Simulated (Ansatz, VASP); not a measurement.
## Pt: VASP beside Ansatz

INCAR

```
ALGO = Fast
EDIFF = 1E-7
ENCUT = 520
GGA = PS
ISIF = 2
ISMEAR = 0
LASPH = T
LCHARG = F
LREAL = F
LWAVE = F
NBANDS = 11
NELM = 80
PREC = Accurate
SIGMA = 0.15
```

The input KPOINTS:

```
k-points
0
Gamma
  24 24 24
```

Contents of POSCAR:

```
Pt
1.0
   -1.4515579354      1.4515579354      1.8870253160
    1.4515579354     -1.4515579354      1.8870253160
    1.4515579354      1.4515579354     -1.8870253160
Pt
1
Direct
    0.0000000000      0.0000000000      0.0000000000
```

Input for Ansatz:

```yaml
crystal:
  lattice:
    - [-1.4515579354, 1.4515579354, 1.887025316]
    - [1.4515579354, -1.4515579354, 1.887025316]
    - [1.4515579354, 1.4515579354, -1.887025316]
  atoms:
    - { symbol: Pt, position: [0.0, 0.0, 0.0] }
basis:
  ecutwfc: 420
kpoints:
  mp_grid: { grid: [24, 24, 24] }
hamiltonian:
  xc: pbesol
scf:
  occupations: { method: gaussian, width: 0.15 }
output:
  forces: true
  stress: true
  eigenvalues: true
```

Alike in both runs: task single point; functional PBEsol; k mesh 24 × 24 × 24; occupations gaussian, width 0.15 eV; no spin polarisation.

|  | VASP | Ansatz |
| --- | --- | --- |
| version | VASP 6.6.1 | Ansatz 0.2.0 |
| potentials or method | VASP PAW PBE potentials, release 64 (Pt), cutoff 520 eV | scalar-relativistic, plane waves, PAW |
| valence electrons in the cell | 10 | 18 |

```tsv
	VASP	Ansatz	Ansatz less VASP
gap on the k mesh at the Fermi level (eV)	none	none	-
pressure (GPa)	-13.6	-13.3	+0.36
traceless stress, the component that is largest in VASP (GPa)	3.28	3.28	+0.007
```

VASP's potentials were made for PBE, not for PBEsol. A gap of «none» marks a metal or a gap that the smearing closes. With one functional, cell and mesh, what is left measures potentials, basis and numerics. VASP's potentials hold 10 valence electrons a cell and Ansatz's 18, so a difference there can come from the potentials and not from the codes.

Neither program's run includes spin-orbit coupling.
